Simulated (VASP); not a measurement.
# As (Cmce) in VASP: a series of runs, part 2 of 2

VASP 6.6.1.

## 3. Single point, revPBE (32.02 Å³/atom)

This run uses another cell than the first one, of 32.02 Å³/atom.

INCAR

```
SYSTEM = As
  PREC = Accurate
  ENCUT = 520
  EDIFF = 1E-7
  ISMEAR = -1
  SIGMA = 0.1
  LREAL = .False.
  LASPH = .True.
  NELM = 60
  ALGO = Normal
  ISIF = 2
  LWAVE = .False.
  LCHARG = .True.
  GGA = RE
  LELF = .True.
  LVHAR = .True.
  NBANDS = 18
```

KPOINTS

```
regular mesh
0
Gamma
  12 12 9
  0 0 0
```

POSCAR

```
As
1.0
    1.7659096246     -7.6655945610      0.0000000000
    1.7659096246      7.6655945610      0.0000000000
    0.0000000000      0.0000000000      4.7307830670
As
4
Direct
    0.0746071071      0.9253928929      0.9226424984
    0.5746071071      0.4253928929      0.5773575016
    0.9253928929      0.0746071071      0.0773575016
    0.4253928929      0.5746071071      0.4226424984
```

Potentials or basis: VASP PAW PBE potentials, release 64 (As).

The run is started by

```console
$ cat potpaw_PBE.64/As/POTCAR > POTCAR
$ mpirun -np 1 vasp_std > vasp.out
```

OUTCAR:

```text
SYSTEM = As
   PREC = Accurate
   ENCUT = 520
   EDIFF = 1E-7
   ISMEAR = -1
   LREAL = .False.
   LASPH = .True.
   NELM = 60
   ISIF = 2
   GGA = RE

 ion  position               nearest neighbor table
   1  0.075  0.925  0.923-   3 2.40   2 2.41   2 2.41
   2  0.575  0.425  0.577-   4 2.40   1 2.41   1 2.41
   3  0.925  0.075  0.077-   1 2.40   4 2.41   4 2.41
   4  0.425  0.575  0.423-   2 2.40   3 2.41   3 2.41

  LATTYP: Found a base centered orthorhombic cell.
 ALAT       =     3.5318192492
 B/A-ratio  =     4.3408759170
[... 703 lines left out ...]
  Direction    XX          YY          ZZ          XY          YZ          ZX
  --------------------------------------------------------------------------------------
  -------------------------------------------------------------------------------------
  Total        5.8513113      4.5107713      5.2522449      0.0000000      0.0000000      0.0000000
  in kB       73.1958461     56.4266204     65.7019415      0.0000000      0.0000000      0.0000000
  external PRESSURE =      65.1081360 kB  Pullay stress =       0.0000000 kB

 VOLUME and BASIS-vectors are now :
 -----------------------------------------------------------------------------
  energy-cutoff  :      520.00
  volume of cell :      128.08
      direct lattice vectors                 reciprocal lattice vectors
     1.765909625 -7.665594561  0.000000000     0.283140198 -0.065226513  0.000000000
     1.765909625  7.665594561  0.000000000     0.283140198  0.065226513  0.000000000
     0.000000000  0.000000000  4.730783067     0.000000000  0.000000000  0.211381496

 POSITION                                       TOTAL-FORCE (eV/Angst)
 -----------------------------------------------------------------------------------
      1.76591      6.52178      4.36482         0.000000     -0.975635      0.800920
      1.76591     -1.14382      2.73135         0.000000     -0.975635     -0.800920
      1.76591     -6.52178      0.36596         0.000000      0.975635     -0.800920
      1.76591      1.14382      1.99943         0.000000      0.975635      0.800920
 -----------------------------------------------------------------------------------
    total drift:                                0.000000     -0.000000     -0.000000

  FREE ENERGIE OF THE ION-ELECTRON SYSTEM (eV)
  ---------------------------------------------------
  free  energy   TOTEN  =       -17.1643315752 eV

  energy  without entropy=      -17.1631533674  energy(sigma->0) =      -17.16374247
```

OSZICAR:

```text
N       E                     dE             d eps       ncg     rms          rms(c)
DAV:   1     0.809019829779E+02    0.80902E+02   -0.73311E+03  7740   0.878E+02
DAV:   2    -0.110238244317E+02   -0.91926E+02   -0.88231E+02 10398   0.144E+02
DAV:   3    -0.171934701500E+02   -0.61696E+01   -0.61332E+01 10000   0.397E+01
DAV:   4    -0.172738669191E+02   -0.80397E-01   -0.80338E-01  9780   0.513E+00
DAV:   5    -0.172749875108E+02   -0.11206E-02   -0.11205E-02  9652   0.592E-01    0.552E+00
DAV:   6    -0.172015661813E+02    0.73421E-01   -0.38526E-02  9132   0.986E-01    0.333E+00
DAV:   7    -0.171615106347E+02    0.40056E-01   -0.90015E-02  9078   0.151E+00    0.192E-01
DAV:   8    -0.171636106309E+02   -0.21000E-02   -0.55526E-03  8190   0.393E-01    0.827E-02
DAV:   9    -0.171642718247E+02   -0.66119E-03   -0.11900E-03  7980   0.239E-01    0.339E-02
DAV:  10    -0.171643167953E+02   -0.44971E-04   -0.11371E-04  8508   0.884E-02    0.121E-02
DAV:  11    -0.171643271940E+02   -0.10399E-04   -0.64250E-05  7996   0.634E-02    0.447E-03
DAV:  12    -0.171643309299E+02   -0.37359E-05   -0.30913E-06  9228   0.136E-02    0.169E-03
DAV:  13    -0.171643315507E+02   -0.62075E-06   -0.59715E-07  8032   0.768E-03    0.562E-04
DAV:  14    -0.171643315752E+02   -0.24564E-07   -0.64301E-08  7038   0.197E-03
   1 F= -.17164332E+02 E0= -.17163742E+02  d E =-.117821E-02
```

It took 21 min on 1 thread of Intel Xeon 8259CL, shared host; peak memory 0.6 GiB.

Results:

| Property | Result |
| --- | --- |
| Free energy | -17.1643 eV |
| Pressure | 6.5 GPa |
| Largest force | 1.262 eV/Å |
| Band gap on the k mesh | 0.64 eV |

Forces on the atoms (eV/Å):
```
As   0.000 -0.976  0.801
As   0.000 -0.976 -0.801
As   0.000  0.976 -0.801
As   0.000  0.976  0.801
```

Stress tensor (GPa, compression positive):
```
7.32 0.00 0.00
0.00 5.64 0.00
0.00 0.00 6.57
```

Caveat: the cell stands under pressure; the PAW data sets were made with another functional, which shifts forces and pressure a little.
